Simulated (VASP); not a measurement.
# SiC (P1) in VASP: further runs

SiC is run at these levels: PBE; tasks: single point.

Program: VASP 6.6.1. These are calculated values, not measurements. Logs are shortened: lines on timing, memory, paths and dates and some standing lists are left out, and cuts for length are marked.

## Step 1: The cell of the first run

The typed cell holds 12 atoms: a = 3.075 Å, b = 3.075 Å, c = 15.074 Å, α = 88.83°, β = 87.66°, γ = 60.00°.

## Step 2: Single point, PBE

Contents of INCAR:

```
SYSTEM = SiC
PREC = Accurate
ENCUT = 520
EDIFF = 1E-6
ISMEAR = 0
SIGMA = 0.05
LREAL = .FALSE.
LASPH = .TRUE.
NELM = 80
ALGO = Normal
ISIF = 2
LWAVE = .FALSE.
LCHARG = .FALSE.
GGA = PE
NBANDS = 36
```

Contents of KPOINTS:

```
regular mesh
0
G
  10 10 2
  0 0 0
```

Contents of POSCAR:

```
SiC
1.0
    2.1740000000     -2.1740000000      0.0000000000
    2.1740000000      0.0000000000     -2.1740000000
    9.1308000000      8.2612000000      8.6960000000
Si C
6 6
Direct
    0.6541733333      0.6666666667      0.0624666667
   -0.1791600000      0.0000000000      0.8958000000
    0.2875066667      0.3333333333      0.2291333333
    0.5541733333      0.6666666667      0.5624666667
   -0.0791600000      0.0000000000      0.3958000000
    0.1875066667      0.3333333333      0.7291333333
    0.5791733333      0.6666666667      0.4374666667
    0.9458400000      1.0000000000      0.2708000000
    0.2125066667      0.3333333333      0.6041333333
    0.4791733333      0.6666666667      0.9374666667
   -0.1541600000      0.0000000000      0.7708000000
    0.3125066667      0.3333333333      0.1041333333
```

Potentials or basis: VASP PAW PBE potentials, release 64 (Si, C).

Started as:

```console
> cat potpaw_PBE.64/Si/POTCAR potpaw_PBE.64/C/POTCAR > POTCAR
> mpirun -np 1 vasp_std > vasp.out
```

OUTCAR:

```text
SYSTEM = SiC
   PREC = Accurate
   ENCUT = 520
   EDIFF = 1E-6
   ISMEAR = 0
   LREAL = .FALSE.
   LASPH = .TRUE.
   NELM = 80
   ISIF = 2
   GGA = PE

 ion  position               nearest neighbor table
   1  0.654  0.667  0.062-  12 1.88  12 1.88  12 1.88  10 1.98   2 2.82   3 3.07   3 3.07   3 3.07
                             2 3.14
   2  0.821  0.000  0.896-  11 1.88  10 1.88  10 1.88  10 1.88   1 2.82   6 3.07   6 3.07   6 3.07
                             1 3.14
   3  0.288  0.333  0.229-  12 1.88   8 1.88   8 1.88   8 1.88   1 3.07   1 3.07   1 3.07   5 3.07
                             5 3.07   5 3.07
   4  0.554  0.667  0.562-   9 1.88   9 1.88   9 1.88   7 1.88   6 3.07   6 3.07   6 3.07   5 3.07
                             5 3.07   5 3.07
   5  0.921  0.000  0.396-   8 1.88   7 1.88   7 1.88   7 1.88   4 3.07   3 3.07   4 3.07   3 3.07
                             4 3.07   3 3.07
   6  0.188  0.333  0.729-   9 1.88  11 1.88  11 1.88  11 1.88   4 3.07   4 3.07   4 3.07   2 3.07
                             2 3.07   2 3.07
   7  0.579  0.667  0.437-   4 1.88   5 1.88   5 1.88   5 1.88
   8  0.946  0.000  0.271-   5 1.88   3 1.88   3 1.88   3 1.88
   9  0.213  0.333  0.604-   4 1.88   4 1.88   4 1.88   6 1.88
  10  0.479  0.667  0.937-   2 1.88   2 1.88   2 1.88   1 1.98
  11  0.846  0.000  0.771-   2 1.88   6 1.88   6 1.88   6 1.88
  12  0.313  0.333  0.104-   1 1.88   1 1.88   1 1.88   3 1.88

  LATTYP: Found a base centered monoclinic cell.
 ALAT       =     3.0745002846
 B/A-ratio  =     1.7320508076
 C/A-ratio  =     4.9030602689
 COS(beta)  =    -0.0407908508

  Lattice vectors:

 A1 = (   0.0000000000,   2.1740000000,  -2.1740000000)
 A2 = (  -2.1740000000,   0.0000000000,   2.1740000000)
 A3 = (   9.1308000000,   8.2612000000,   8.6960000000)

Analysis of symmetry for initial positions (statically):
=====================================================================
 Subroutine PRICEL returns:
 Original cell was already a primitive cell.

 Routine SETGRP: Setting up the symmetry group for a
 base centered monoclinic supercell.

 Subroutine GETGRP returns: Found  1 space group operations
 (whereof  1 operations were pure point group operations)
 out of a pool of  4 trial point group operations.

The static configuration has the point symmetry C_1 .

Analysis of symmetry for dynamics (positions and initial velocities):
=====================================================================
 Subroutine PRICEL returns:
 Original cell was already a primitive cell.

 Routine SETGRP: Setting up the symmetry group for a
 base centered monoclinic supercell.

 Subroutine GETGRP returns: Found  1 space group operations
 (whereof  1 operations were pure point group operations)
 out of a pool of  4 trial point group operations.

The dynamic configuration has the point symmetry C_1 .

 Subroutine INISYM returns: Found  1 space group operations
 (whereof  1 operations are pure point group operations),
 and found     1 'primitive' translations

----------------------------------------------------------------------------------------

                                     Primitive cell

  volume of cell :     123.2991

  direct lattice vectors                    reciprocal lattice vectors
     2.174000000 -2.174000000  0.000000000     0.145660840 -0.314320761  0.145660840
     2.174000000  0.000000000 -2.174000000     0.153327200  0.153327200 -0.306654400
     9.130800000  8.261200000  8.696000000     0.038331800  0.038331800  0.038331800

  length of vectors
     3.074500285  3.074500285 15.074460192     0.375808064  0.375573404  0.066392625

  position of ions in fractional coordinates (direct lattice)
     0.654173333  0.666666667  0.062466667
     0.820840000  1.000000000  0.895800000
     0.287506667  0.333333333  0.229133333
     0.554173333  0.666666667  0.562466667
     0.920840000  1.000000000  0.395800000
     0.187506667  0.333333333  0.729133333
     0.579173333  0.666666667  0.437466667
     0.945840000  1.000000000  0.270800000
     0.212506667  0.333333333  0.604133333
     0.479173333  0.666666667  0.937466667
     0.845840000  1.000000000  0.770800000
     0.312506667  0.333333333  0.104133333

  ion indices of the primitive-cell ions
   primitive index   ion index
                 1           1
                 2           2
                 3           3
                 4           4
                 5           5
                 6           6
                 7           7
                 8           8
                 9           9
                10          10
                11          11
                12          12

----------------------------------------------------------------------------------------

 KPOINTS: regular mesh

Automatic generation of k-mesh.
 Grid dimensions read from file:
 generate k-points for:   10   10    2

 Generating k-lattice:

  Cartesian coordinates                     Fractional coordinates (reciprocal lattice)
     0.014566084 -0.031432076  0.014566084     0.100000000  0.000000000  0.000000000
     0.015332720  0.015332720 -0.030665440     0.000000000  0.100000000  0.000000000
     0.019165900  0.019165900  0.019165900     0.000000000  0.000000000  0.500000000

  Length of vectors
     0.037580806  0.037557340  0.033196313

  Shift w.r.t. Gamma in fractional coordinates (k-lattice)
     0.000000000  0.000000000  0.000000000

 Subroutine IBZKPT returns following result:
 ===========================================

 Found    104 irreducible k-points:

 Following reciprocal coordinates:
            Coordinates               Weight
  0.000000  0.000000  0.000000      1.000000
  0.100000  0.000000 -0.000000      2.000000
 -0.100000 -0.100000 -0.000000      2.000000
  0.200000  0.000000 -0.000000      2.000000
 -0.200000 -0.200000 -0.000000      2.000000
  0.300000  0.000000  0.000000      2.000000
[... 16 lines left out ...]
  0.300000  0.400000  0.000000      2.000000
 -0.200000  0.100000  0.000000      2.000000
 [... further k-points ...]
   k-points           NKPTS =    104   k-points in BZ     NKDIM =    104   number of bands    NBANDS=     36
   number of dos      NEDOS =    301   number of ions     NIONS =     12
   total plane-waves  NPLWV =  64512
   dimension x,y,z NGX =    24 NGY =   24 NGZ =  112
   dimension x,y,z NGXF=    48 NGYF=   48 NGZF=  224
   ions per type =               6   6
   NGX,Y,Z   is equivalent  to a cutoff of  12.98, 12.98, 12.35 a.u.
   NGXF,Y,Z  is equivalent  to a cutoff of  25.95, 25.95, 24.70 a.u.
 SYSTEM =  SiC
   PREC   = accura    normal or accurate (medium, high low for compatibility)
   ISTART =      0    job   : 0-new  1-cont  2-samecut
   ICHARG =      2    charge: 1-file 2-atom 10-const
   ISPIN  =      1    spin polarized calculation?
   LNONCOLLINEAR =      F non collinear calculations
   LSORBIT =      F    spin-orbit coupling
   LASPH  =      T    aspherical Exc in radial PAW
   ENCUT  =  520.0 eV  38.22 Ry    6.18 a.u.   5.72  5.72 28.03*2*pi/ulx,y,z
   NELM   =     80;   NELMIN=  2; NELMDL= -5     # of ELM steps
   EDIFF  = 0.1E-05   stopping-criterion for ELM
   LREAL  =      F    real-space projection
   EDIFFG = 0.1E-04   stopping-criterion for IOM
   NSW    =      0    number of steps for IOM
   IBRION =     -1    ionic relax: 0-MD 1-quasi-New 2-CG
   NFREE  =      0    steps in history (QN), initial steepest desc. (CG)
   ISIF   =      2    stress and relaxation
   ISYM   =      2    0-nonsym 1-usesym 2-fastsym
   POTIM  = 0.5000    time-step for ionic-motion
   TEBEG  =    0.0;   TEEND  =   0.0 temperature during run
   PSTRESS=    0.0 pullay stress
   NELECT =      48.0000    total number of electrons
   NUPDOWN=      -1.0000    fix difference up-down
   EMIN   =  10.00;   EMAX   =-10.00  energy-range for DOS
   EFERMI =   0.00;   METHOD = LEGACY
   ISMEAR =     0;   SIGMA  =   0.05  broadening in eV -4-tet -1-fermi 0-gaus
   EFERMI_NEDOS =   21; number of points for ismear=-14 and -15
   IALGO  =     38    algorithm
   IMIX   =      4    mixing-type and parameters
     AMIX     =   0.40;   BMIX     =  1.00
     AMIX_MAG =   1.60;   BMIX_MAG =  1.00
  volume/ion in A,a.u.               =      10.27        69.34
  Fermi-wavevector in a.u.,A,eV,Ry     =   1.195369  2.258920 19.441458  1.428907
  Thomas-Fermi vector in A             =   2.331336
   LORBIT       =      0    0 simple, 1 ext, 2 COOP (PROOUT), +10 PAW based schemes
   GGA     = PE    functional components
   LHFCALC =     F    Hartree Fock is set to
   AEXX    =    0.0000 exact exchange contribution
   IVDW    =     0    specifies the selected vdW correction
   LEPSILON=     F    determine dielectric tensor
   LRPA    =     F    only Hartree local field effects (RPA)
 non-spin polarized calculation
 Gauss-broadening in eV      SIGMA  =   0.05
  energy-cutoff  :      520.00
  volume of cell :      123.30
 maximum number of plane-waves:      3344
   NGX = 11   NGY = 11   NGZ = 57

 number of electron      47.9999999 magnetization

 Free energy of the ion-electron system (eV)
  ---------------------------------------------------
  ext. energy  EPLUGINS =         0.00000000
  ---------------------------------------------------
  free energy    TOTEN  =       -89.75835542 eV

  energy without entropy =      -89.75835542  energy(sigma->0) =      -89.75835542

 E-fermi :   8.7826     XC(G=0): -11.3966

 val. band max:        8.5037515276   @ k =   0.0000   0.0000   0.0000
 cond. band min:       9.3069369843   @ k =   0.5000   0.0000  -0.0000
 fundamental gap:      0.8031854567
 Fermi energy:         8.7826247055

 k-point     1 :       0.0000    0.0000    0.0000
  band No.  band energies     occupation
      1      -7.2708      2.00000
      2      -6.7386      2.00000
      3      -6.7027      2.00000
      4      -5.2044      2.00000
      5      -5.1661      2.00000
      6      -3.6704      2.00000
[... 28 lines left out ...]
     35      15.6817      0.00000
     36      15.7143      0.00000

 k-point     2 :       0.1000    0.0000   -0.0000
  band No.  band energies     occupation
      1      -7.0960      2.00000
      2      -6.5761      2.00000
      3      -6.5201      2.00000
      4      -5.0642      2.00000
      5      -4.9789      2.00000
      6      -3.5247      2.00000
[... 28 lines left out ...]
     35      15.6894      0.00000
     36      15.8347      0.00000

 k-point     3 :      -0.1000   -0.1000   -0.0000
  band No.  band energies     occupation
      1      -7.0954      2.00000
      2      -6.5755      2.00000
      3      -6.5198      2.00000
      4      -5.0638      2.00000
      5      -4.9791      2.00000
      6      -3.5254      2.00000
[... 28 lines left out ...]
     35      15.6349      0.00000
     36      15.8005      0.00000
[... 742 lines left out ...]
 k-point    23 :       0.3000    0.4000    0.0000
  band No.  band energies     occupation
      1      -5.0875      2.00000
      2      -4.6303      2.00000
      3      -4.5509      2.00000
      4      -3.3240      2.00000
      5      -3.2391      2.00000
      6      -2.2063      2.00000
[... 28 lines left out ...]
     35      15.9115      0.00000
     36      16.3733      0.00000

 k-point    24 :      -0.2000    0.1000    0.0000
  band No.  band energies     occupation
      1      -6.0711      2.00000
      2      -5.5900      2.00000
      3      -5.4917      2.00000
      4      -4.1683      2.00000
      5      -4.0013      2.00000
      6      -2.7258      2.00000
[... 28 lines left out ...]
     35      16.1167      0.00000
     36      16.2512      0.00000

 [... further k-points ...]

------------------------ aborting loop because EDIFF is reached ----------------------------------------

  FORCE on cell =-STRESS in cart. coord.  units (eV):
  Direction    XX          YY          ZZ          XY          YZ          ZX
  --------------------------------------------------------------------------------------
  -------------------------------------------------------------------------------------
  Total       -0.4787381      5.6953778      4.7402705      0.4064485      2.5971458     -2.1116593
  in kB       -6.2208358     74.0070776     61.5961886      5.2814876     33.7479226    -27.4393971
  external PRESSURE =      43.1274768 kB  Pullay stress =       0.0000000 kB

 VOLUME and BASIS-vectors are now :
 -----------------------------------------------------------------------------
  energy-cutoff  :      520.00
  volume of cell :      123.30
      direct lattice vectors                 reciprocal lattice vectors
     2.174000000 -2.174000000  0.000000000     0.145660840 -0.314320761  0.145660840
     2.174000000  0.000000000 -2.174000000     0.153327200  0.153327200 -0.306654400
     9.130800000  8.261200000  8.696000000     0.038331800  0.038331800  0.038331800

 POSITION                                       TOTAL-FORCE (eV/Angst)
 -----------------------------------------------------------------------------------
      3.44188     -0.90612     -0.90612        -1.356975      0.807956     -0.258827
      9.96388      5.61588      7.78988        -0.001745     -0.045870     -0.216610
      3.44188      1.26788      1.26788        -0.050937      0.125021      0.106664
      7.78988      3.44188      3.44188         0.020225      0.029015      0.025139
      5.61588      1.26788      3.44188         0.009943      0.039913      0.026990
      7.78988      5.61588      5.61588         0.005836      0.044925      0.026361
      6.70288      2.35488      2.35488        -0.023583     -0.026664     -0.023687
      4.52888      0.18088      2.35488        -0.037800     -0.001369     -0.021726
      6.70288      4.52888      4.52888        -0.007325     -0.044587     -0.026489
     11.05088      6.70288      6.70288         1.362425     -0.806701      0.127871
      8.87688      4.52888      6.70288         0.096647     -0.173254     -0.041172
      2.35488      0.18088      0.18088        -0.016713      0.051615      0.275487
 -----------------------------------------------------------------------------------
    total drift:                                0.000331     -0.000295     -0.000136

  FREE ENERGIE OF THE ION-ELECTRON SYSTEM (eV)
  ---------------------------------------------------
  free  energy   TOTEN  =       -89.7583554203 eV

  energy  without entropy=      -89.7583554203  energy(sigma->0) =      -89.75835542
```

Run time: 6 min. Hardware: 1 thread of Intel Xeon Platinum 8259CL at 2.50GHz (Skylake/Cascade Lake), shared host; peak memory 0.45 GiB.

What came out:

* Free energy: -89.7584 eV
* Pressure: 4.3 GPa
* Largest force: 1.600 eV/Å
* Band gap on the k mesh: 0.80 eV, indirect (least direct gap 1.66 eV)

Forces on the atoms (eV/Å):
```
Si  -1.357  0.808 -0.259
Si  -0.002 -0.046 -0.217
Si  -0.051  0.125  0.107
Si   0.020  0.029  0.025
Si   0.010  0.040  0.027
Si   0.006  0.045  0.026
C   -0.024 -0.027 -0.024
C   -0.038 -0.001 -0.022
C   -0.007 -0.045 -0.026
C    1.362 -0.807  0.128
C    0.097 -0.173 -0.041
C   -0.017  0.052  0.275
```

Levels at points of the mesh, in eV from the valence-band top:
```tsv
k point	band 22	band 23	band 24	band 25	band 26	band 27
(0.00, 0.00, 0.00)	-0.39	-0.30	0.00	4.92	5.24	5.43
(0.50, 0.00, 0.00)	-2.04	-1.43	-0.86	0.80	2.30	2.39
(0.50, 0.50, 0.00)	-2.03	-1.55	-1.34	1.17	2.39	2.50
(0.00, 0.50, 0.00)	-1.99	-1.53	-1.05	1.08	2.38	2.54
(0.00, 0.00, 0.50)	-0.40	-0.34	-0.21	4.93	5.23	5.44
(0.50, 0.00, 0.50)	-1.77	-1.55	-1.09	1.19	1.50	3.30
(0.50, 0.50, 0.50)	-1.96	-1.62	-1.52	1.56	1.68	3.27
(0.00, 0.50, 0.50)	-1.90	-1.55	-1.30	1.52	1.60	3.26
```

Caveat: forces of over 1 eV/Å act on the atoms, so gaps and moduli don't describe the material at rest.

(Continued in part 2 of 2.)
